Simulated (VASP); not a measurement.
# HfC (R-3m) in VASP: a series of runs

The runs below take HfC through single point, with PBE.

Program: VASP 6.6.1. These are calculated values, not measurements. Logs are shortened: lines on timing, memory, paths and dates and some standing lists are left out, and cuts for length are marked.

**1. The cell of the first run**

The structure is trigonal, space group R-3m (No. 166). Conventional cell: a = 3.898 Å, b = 3.898 Å, c = 5.729 Å, α = 90.00°, β = 90.00°, γ = 120.00°. Within 3.2 Å of Hf (site symmetry -3m) lie 8 C at 2.44 to 2.86 Å and 6 Hf at 2.95 Å. C (site symmetry -3m) has 8 Hf at 2.44 to 2.86 Å and 6 C at 2.95 Å within 3.2 Å.

**2. Single point, PBE**

The input, INCAR:

```
ALGO = Normal
EDIFF = 1E-7
ENCUT = 520
GGA = PE
ISIF = 2
ISMEAR = 0
LASPH = True
LCHARG = False
LREAL = False
LWAVE = False
NBANDS = 14
NELM = 100
PREC = Accurate
SIGMA = 0.15
```

The input, KPOINTS:

```
k-points
0
Gamma
  20 20 20
```

The input, POSCAR:

```
HfC
1.0
   -0.7350912829      2.0215010281      2.0215010281
    2.0215010281     -0.7350912829      2.0215010281
    2.0215010281      2.0215010281     -0.7350912829
Hf C
1 1
Direct
    0.5000000000      0.5000000000      0.5000000000
    0.0000000000      0.0000000000      0.0000000000
```

Potentials or basis: VASP PAW PBE potentials, release 64 (Hf_pv, C).

On the command line:

```sh
$ cat potpaw_PBE.64/Hf_pv/POTCAR potpaw_PBE.64/C/POTCAR > POTCAR
$ mpirun -np 1 vasp_std > vasp.out
```

OUTCAR:

```text
EDIFF = 1E-7
   ENCUT = 520
   GGA = PE
   ISIF = 2
   ISMEAR = 0
   LASPH = True
   LREAL = False
   NELM = 100
   PREC = Accurate

 ion  position               nearest neighbor table
   1  0.500  0.500  0.500-   2 2.44   2 2.44   2 2.44   2 2.44   2 2.44   2 2.44   2 2.86   2 2.86

   2  0.000  0.000  0.000-   1 2.44   1 2.44   1 2.44   1 2.44   1 2.44   1 2.44   1 2.86   1 2.86

  LATTYP: Found a trigonal (rhomboedric) cell.
 ALAT       =     2.9518285871
 COS(alpha) =     0.1279069768

  Lattice vectors:

 A1 = (  -0.7350912829,   2.0215010281,   2.0215010281)
 A2 = (   2.0215010281,  -0.7350912829,   2.0215010281)
 A3 = (   2.0215010281,   2.0215010281,  -0.7350912829)

Analysis of symmetry for initial positions (statically):
=====================================================================
 Subroutine PRICEL returns:
 Original cell was already a primitive cell.

 Routine SETGRP: Setting up the symmetry group for a
 trigonal (rhombohedral) supercell.

 Subroutine GETGRP returns: Found 12 space group operations
 (whereof 12 operations were pure point group operations)
 out of a pool of 12 trial point group operations.

The static configuration has the point symmetry D_3d.

Analysis of symmetry for dynamics (positions and initial velocities):
=====================================================================
 Subroutine PRICEL returns:
 Original cell was already a primitive cell.

 Routine SETGRP: Setting up the symmetry group for a
 trigonal (rhombohedral) supercell.

 Subroutine GETGRP returns: Found 12 space group operations
 (whereof 12 operations were pure point group operations)
 out of a pool of 12 trial point group operations.

The dynamic configuration has the point symmetry D_3d.

 Subroutine INISYM returns: Found 12 space group operations
 (whereof 12 operations are pure point group operations),
 and found     1 'primitive' translations

----------------------------------------------------------------------------------------

                                     Primitive cell

  volume of cell :      25.1362

  direct lattice vectors                    reciprocal lattice vectors
    -0.735091283  2.021501028  2.021501028    -0.141075954  0.221690784  0.221690784
     2.021501028 -0.735091283  2.021501028     0.221690784 -0.141075954  0.221690784
     2.021501028  2.021501028 -0.735091283     0.221690784  0.221690784 -0.141075954

  length of vectors
     2.951828587  2.951828587  2.951828587     0.343796498  0.343796498  0.343796498

  position of ions in fractional coordinates (direct lattice)
     0.500000000  0.500000000  0.500000000
     0.000000000  0.000000000  0.000000000

  ion indices of the primitive-cell ions
   primitive index   ion index
                 1           1
                 2           2

----------------------------------------------------------------------------------------

 KPOINTS: k-points

Automatic generation of k-mesh.
 Grid dimensions read from file:
 generate k-points for:   20   20   20

 Generating k-lattice:

  Cartesian coordinates                     Fractional coordinates (reciprocal lattice)
    -0.007053798  0.011084539  0.011084539     0.050000000 -0.000000000 -0.000000000
     0.011084539 -0.007053798  0.011084539    -0.000000000  0.050000000 -0.000000000
     0.011084539  0.011084539 -0.007053798    -0.000000000 -0.000000000  0.050000000

  Length of vectors
     0.017189825  0.017189825  0.017189825

  Shift w.r.t. Gamma in fractional coordinates (k-lattice)
     0.000000000  0.000000000  0.000000000

 Subroutine IBZKPT returns following result:
 ===========================================

 Found    781 irreducible k-points:

 Following reciprocal coordinates:
            Coordinates               Weight
  0.000000  0.000000  0.000000      1.000000
  0.050000 -0.000000 -0.000000      6.000000
  0.100000  0.000000  0.000000      6.000000
  0.150000  0.000000  0.000000      6.000000
  0.200000  0.000000  0.000000      6.000000
  0.250000  0.000000  0.000000      6.000000
[... 16 lines left out ...]
 -0.400000  0.050000 -0.000000     12.000000
 -0.350000  0.050000  0.000000     12.000000
 [... further k-points ...]
   k-points           NKPTS =    781   k-points in BZ     NKDIM =    781   number of bands    NBANDS=     14
   number of dos      NEDOS =    301   number of ions     NIONS =      2
   total plane-waves  NPLWV =  13824
   dimension x,y,z NGX =    24 NGY =   24 NGZ =   24
   dimension x,y,z NGXF=    48 NGYF=   48 NGZF=   48
   ions per type =               1   1
   NGX,Y,Z   is equivalent  to a cutoff of  13.52, 13.52, 13.52 a.u.
   NGXF,Y,Z  is equivalent  to a cutoff of  27.03, 27.03, 27.03 a.u.
 SYSTEM =  unknown system
   PREC   = accura    normal or accurate (medium, high low for compatibility)
   ISTART =      0    job   : 0-new  1-cont  2-samecut
   ICHARG =      2    charge: 1-file 2-atom 10-const
   ISPIN  =      1    spin polarized calculation?
   LNONCOLLINEAR =      F non collinear calculations
   LSORBIT =      F    spin-orbit coupling
   LASPH  =      T    aspherical Exc in radial PAW
   ENCUT  =  520.0 eV  38.22 Ry    6.18 a.u.   5.49  5.49  5.49*2*pi/ulx,y,z
   NELM   =    100;   NELMIN=  2; NELMDL= -5     # of ELM steps
   EDIFF  = 0.1E-06   stopping-criterion for ELM
   LREAL  =      F    real-space projection
   EDIFFG = 0.1E-05   stopping-criterion for IOM
   NSW    =      0    number of steps for IOM
   IBRION =     -1    ionic relax: 0-MD 1-quasi-New 2-CG
   NFREE  =      0    steps in history (QN), initial steepest desc. (CG)
   ISIF   =      2    stress and relaxation
   ISYM   =      2    0-nonsym 1-usesym 2-fastsym
   POTIM  = 0.5000    time-step for ionic-motion
   TEBEG  =    0.0;   TEEND  =   0.0 temperature during run
   PSTRESS=    0.0 pullay stress
   NELECT =      14.0000    total number of electrons
   NUPDOWN=      -1.0000    fix difference up-down
   EMIN   =  10.00;   EMAX   =-10.00  energy-range for DOS
   EFERMI =   0.00;   METHOD = LEGACY
   ISMEAR =     0;   SIGMA  =   0.15  broadening in eV -4-tet -1-fermi 0-gaus
   EFERMI_NEDOS =   21; number of points for ismear=-14 and -15
   IALGO  =     38    algorithm
   IMIX   =      4    mixing-type and parameters
     AMIX     =   0.40;   BMIX     =  1.00
     AMIX_MAG =   1.60;   BMIX_MAG =  1.00
  volume/ion in A,a.u.               =      12.57        84.81
  Fermi-wavevector in a.u.,A,eV,Ry     =   1.346949  2.545365 24.684672  1.814272
  Thomas-Fermi vector in A             =   2.474740
   LORBIT       =      0    0 simple, 1 ext, 2 COOP (PROOUT), +10 PAW based schemes
   GGA     = PE    functional components
   LHFCALC =     F    Hartree Fock is set to
   AEXX    =    0.0000 exact exchange contribution
   IVDW    =     0    specifies the selected vdW correction
   LEPSILON=     F    determine dielectric tensor
   LRPA    =     F    only Hartree local field effects (RPA)
 non-spin polarized calculation
 Gauss-broadening in eV      SIGMA  =   0.15
  energy-cutoff  :      520.00
  volume of cell :       25.14
 maximum number of plane-waves:       700
 NGX is ok and might be reduce to    24

 number of electron      14.0000001 magnetization

 Free energy of the ion-electron system (eV)
  ---------------------------------------------------
  ext. energy  EPLUGINS =         0.00000000
  ---------------------------------------------------
  free energy    TOTEN  =       -18.90191641 eV

  energy without entropy =      -18.89708920  energy(sigma->0) =      -18.89950281

 E-fermi :   6.5621     XC(G=0): -12.3723

 val. band max:        6.5606660303   @ k =   0.4500   0.2500   0.1500
 cond. band min:       6.5710246913   @ k =   0.4500   0.1000   0.1000
 fundamental gap:      0.0103586610
 Fermi energy:         6.5620876654

 k-point     1 :       0.0000    0.0000    0.0000
  band No.  band energies     occupation
      1     -23.7226      2.00000
      2     -23.7226      2.00000
      3     -23.6348      2.00000
      4      -6.2987      2.00000
      5       4.7969      2.00000
      6       4.7969      2.00000
      7       7.1385      0.00000
      8       7.1385      0.00000
      9       7.5835      0.00000
     10      10.5658      0.00000
     11      11.5702      0.00000
     12      11.5702      0.00000
     13      14.6898      0.00000
     14      19.5587      0.00000

 k-point     2 :       0.0500   -0.0000   -0.0000
  band No.  band energies     occupation
      1     -23.7386      2.00000
      2     -23.7205      2.00000
      3     -23.6410      2.00000
      4      -6.2458      2.00000
      5       4.7346      2.00000
      6       4.8061      2.00000
      7       7.0468      0.00000
      8       7.1194      0.00000
      9       7.5264      0.00000
     10      10.6578      0.00000
     11      11.6510      0.00000
     12      11.7031      0.00000
     13      14.7111      0.00000
     14      19.5587      0.00000

 k-point     3 :       0.1000    0.0000    0.0000
  band No.  band energies     occupation
      1     -23.7959      2.00000
      2     -23.7145      2.00000
      3     -23.6477      2.00000
      4      -6.0895      2.00000
      5       4.4965      2.00000
      6       4.8255      2.00000
      7       6.8175      0.01603
      8       7.1185      0.00000
      9       7.4346      0.00000
     10      10.8454      0.00000
     11      11.8827      0.00000
     12      12.0630      0.00000
     13      14.7942      0.00000
     14      19.5586      0.00000
[... 324 lines left out ...]
 k-point    23 :      -0.4000    0.0500   -0.0000
  band No.  band energies     occupation
      1     -24.5137      2.00000
      2     -23.6595      2.00000
      3     -23.6140      2.00000
      4      -3.5844      2.00000
      5       0.4379      2.00000
      6       3.9821      2.00000
      7       5.9887      2.00000
      8       6.7966      0.02706
      9      10.5307      0.00000
     10      12.3025      0.00000
     11      14.1923      0.00000
     12      15.2289      0.00000
     13      16.4359      0.00000
     14      17.2438      0.00000

 k-point    24 :      -0.3500    0.0500    0.0000
  band No.  band energies     occupation
      1     -24.4204      2.00000
      2     -23.6697      2.00000
      3     -23.6213      2.00000
      4      -4.0499      2.00000
      5       1.0871      2.00000
      6       4.1233      2.00000
      7       6.0514      2.00000
      8       6.7486      0.07870
      9      10.4957      0.00000
     10      11.2779      0.00000
     11      13.9536      0.00000
     12      14.8395      0.00000
     13      16.4285      0.00000
     14      17.7730      0.00000

 [... further k-points ...]

------------------------ aborting loop because EDIFF is reached ----------------------------------------

  FORCE on cell =-STRESS in cart. coord.  units (eV):
  Direction    XX          YY          ZZ          XY          YZ          ZX
  --------------------------------------------------------------------------------------
  -------------------------------------------------------------------------------------
  Total       -0.8009597     -0.8009597     -0.8009597      2.2228775      2.2228775      2.2228775
  in kB      -51.0531291    -51.0531291    -51.0531291    141.6860987    141.6860987    141.6860987
  external PRESSURE =     -51.0531291 kB  Pullay stress =       0.0000000 kB

 VOLUME and BASIS-vectors are now :
 -----------------------------------------------------------------------------
  energy-cutoff  :      520.00
  volume of cell :       25.14
      direct lattice vectors                 reciprocal lattice vectors
    -0.735091283  2.021501028  2.021501028    -0.141075954  0.221690784  0.221690784
     2.021501028 -0.735091283  2.021501028     0.221690784 -0.141075954  0.221690784
     2.021501028  2.021501028 -0.735091283     0.221690784  0.221690784 -0.141075954

 POSITION                                       TOTAL-FORCE (eV/Angst)
 -----------------------------------------------------------------------------------
      1.65396      1.65396      1.65396         0.000000     -0.000000      0.000000
      0.00000      0.00000      0.00000        -0.000000      0.000000     -0.000000
 -----------------------------------------------------------------------------------
    total drift:                               -0.000000     -0.000000      0.000000

  FREE ENERGIE OF THE ION-ELECTRON SYSTEM (eV)
  ---------------------------------------------------
  free  energy   TOTEN  =       -18.9019164092 eV

  energy  without entropy=      -18.8970892016  energy(sigma->0) =      -18.89950281
```

Run time: 2.9 min. Hardware: 1 thread of Intel Xeon 8259CL, shared host; peak memory 0.38 GiB.

Results:

* Free energy: -18.9019 eV
* Pressure: -5.1 GPa
* Band gap on the k mesh: zero (bands 7 and 8 overlap by 1.01 eV)

Caveat: the cell stands under tension; spin-orbit coupling is left out, which moves the levels of the heavy elements.

**3. Single point, PBE**

This run uses another cell than the first one, of the same volume but with other edges.

The input, INCAR:

```
SYSTEM = HfC
  PREC = Accurate
  ENCUT = 520
  EDIFF = 1E-6
  ISMEAR = 0
  SIGMA = 0.15
  LREAL = .FALSE.
  LASPH = .TRUE.
  NELM = 80
  ALGO = Normal
  ISIF = 2
  LWAVE = .FALSE.
  LCHARG = .FALSE.
  GGA = PE
  NBANDS = 14
```

The input, KPOINTS:

```
Automatic mesh
0
G
  20 20 20
  0 0 0
```

The input, POSCAR:

```
HfC
1.0
   -0.2454426221      2.2089835992      2.2089835992
    2.2089835992     -0.2454426221      2.2089835992
    2.2089835992      2.2089835992     -0.2454426221
Hf C
1 1
Direct
    0.5000000000      0.5000000000      0.5000000000
    0.0000000000      0.0000000000      0.0000000000
```

Potentials or basis: VASP PAW PBE potentials, release 64 (Hf_pv, C).

On the command line:

```sh
$ cat potpaw_PBE.64/Hf_pv/POTCAR potpaw_PBE.64/C/POTCAR > POTCAR
$ mpirun -np 1 vasp_std > vasp.out
```

Run time: 2.6 min. Hardware: 1 thread of Intel Xeon 8259CL, shared host; peak memory 0.39 GiB.

The run converged. Its results:

```
Free energy            : -20.6455 eV
Pressure               : -0.8 GPa
Band gap on the k mesh : zero (bands 7 and 8 overlap by 0.90 eV)
```

Stress tensor (GPa, compression positive):
```
-0.75 14.10 14.10
14.10 -0.75 14.10
14.10 14.10 -0.75
```

Levels at points of the mesh, in eV from the Fermi level:
```tsv
k point	band 3	band 4	band 5	band 6	band 7	band 8	band 9	band 10	band 11	band 12
(0.00, 0.00, 0.00)	-29.74	-12.52	0.25	0.25	0.57	0.57	1.39	2.45	3.52	3.52
(0.50, 0.00, 0.00)	-29.81	-8.96	-6.42	-3.47	-1.90	3.62	3.92	6.83	7.26	10.25
(0.50, 0.50, 0.00)	-29.90	-10.53	-2.84	-1.99	-0.85	0.34	4.75	5.47	7.01	8.49
(0.50, 0.50, 0.50)	-29.98	-8.24	-6.08	-4.03	-4.03	5.73	5.99	6.09	6.09	11.78
```

Caveat: spin-orbit coupling is left out, which moves the levels of the heavy elements.

**4. Single point, PBE**

This run uses another cell than the first one, of the same volume but with other edges.

The input, INCAR:

```
PREC = Accurate ; ENCUT = 520
EDIFF = 1E-7 ; ISMEAR = 0
SIGMA = 0.15 ; LREAL = F
LASPH = T ; NELM = 80
ALGO = Normal ; ISIF = 2
LWAVE = F ; LCHARG = F
GGA = PE ; NBANDS = 14
```

The input, KPOINTS:

```
Automatic mesh
0
Gamma
  20 20 20
```

The input, POSCAR:

```
HfC
1.0
    0.2917211690      2.4796299361      2.4796299361
    2.4796299361      0.2917211690      2.4796299361
    2.4796299361      2.4796299361      0.2917211690
Hf C
1 1
Direct
    0.5000000000      0.5000000000      0.5000000000
    0.0000000000      0.0000000000      0.0000000000
```

On the command line:

```sh
$ cat potpaw_PBE.64/Hf_pv/POTCAR potpaw_PBE.64/C/POTCAR > POTCAR
$ mpirun -np 1 vasp_std > vasp.out
```

It took 7.6 min on 1 thread of Intel Xeon 8259CL, shared host; peak memory 0.41 GiB.

It converged, with:

```yaml
Free_energy: -20.3970 eV
Pressure: -0.1 GPa
Band_gap_on_the_k_mesh: zero (bands 7 and 8 overlap by 1.80 eV)
```

Stress tensor (GPa, compression positive):
```
 -0.10 -22.80 -22.80
-22.80  -0.10 -22.80
-22.80 -22.80  -0.10
```

Levels at points of the mesh, in eV from the Fermi level:
```
           k point  band 3  band 4  band 5  band 6  band 7  band 8  band 9  band 10  band 11  band 12
(0.00, 0.00, 0.00)  -29.75  -12.56   -0.74   -0.14    1.35    1.35    1.61     1.61     3.70     3.70
(0.50, 0.00, 0.00)  -29.91   -8.61   -6.24   -4.30   -2.43    2.65    6.14     6.55     7.27    10.75
(0.50, 0.50, 0.00)  -29.99  -10.54   -2.91   -2.16   -0.80    0.30    4.72     5.43     7.03     8.26
(0.50, 0.50, 0.50)  -29.77   -9.45   -6.73   -2.00   -2.00    4.28    4.33     4.33     7.58     9.75
```

Caveat: spin-orbit coupling is left out, which moves the levels of the heavy elements.

**5. Overview**

| cell | gap on the mesh (eV) | pressure (GPa) |
| --- | --- | --- |
| a = 2.952 Å, angles 82.7°, 2 atoms | none | -5.1 |
| a = 3.134 Å, angles 67.3°, 2 atoms | none | -0.8 |
| a = 3.519 Å, angles 52.2°, 2 atoms | none | -0.1 |

Alike in all rows: task single point; level PBE; potentials or basis VASP PAW PBE potentials, release 64 (Hf_pv, C); no spin polarisation; k mesh 20 × 20 × 20; cutoff (eV) 520; smearing gaussian 0.15 eV.

Caveats: spin-orbit coupling is left out, which moves the levels of the heavy elements; the cell stands under tension (at least some runs).

Total energies depend on the potentials used, so only differences within one code and one set of settings carry meaning.
